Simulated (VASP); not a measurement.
Runs of VASP 6.6.1 on Mg. The structure is that of space group P6_3/mmc (No. 194), or close to it. The cells are those of the table. 

```csv
task,level,cell,k mesh,cutoff (eV),k mesh for the DOS,occupations for the DOS,gap on the mesh (eV),pressure (GPa)
single point,PBE,"a = 3.210, b = 3.210, c = 10.319 Å, angles 90.0, 90.0, 120.0°, 4 atoms",15 × 15 × 4,520,-,-,none,-0.1
relaxation of cell and atoms,PBE,"relaxed from a = 3.177, b = 3.177, c = 10.319 Å, angles 90.0, 90.0, 120.0°, 4 atoms",15 × 15 × 4,600,-,-,none,0.0
single point,PBE,"a = 3.177, b = 3.177, c = 10.319 Å, angles 90.0, 90.0, 120.0°, 4 atoms",6 × 6 × 2,520,-,-,none,(a)
single point,r2SCAN,"a = 3.210, b = 3.210, c = 10.319 Å, angles 90.0, 90.0, 120.0°, 4 atoms",15 × 15 × 4,520,-,-,none,-0.9
```

Alike in all rows: potentials or basis VASP PAW PBE potentials, release 64 (Mg); no spin polarisation; smearing gaussian 0.1 eV.

Q: Estimate the missing entries.

A: (a) 0.6.

Caveats: some runs use coarse meshes; the PAW data sets were made with another functional, which shifts forces and pressure a little (some runs).

A gap of «none» marks levels without a gap at the run's occupations.
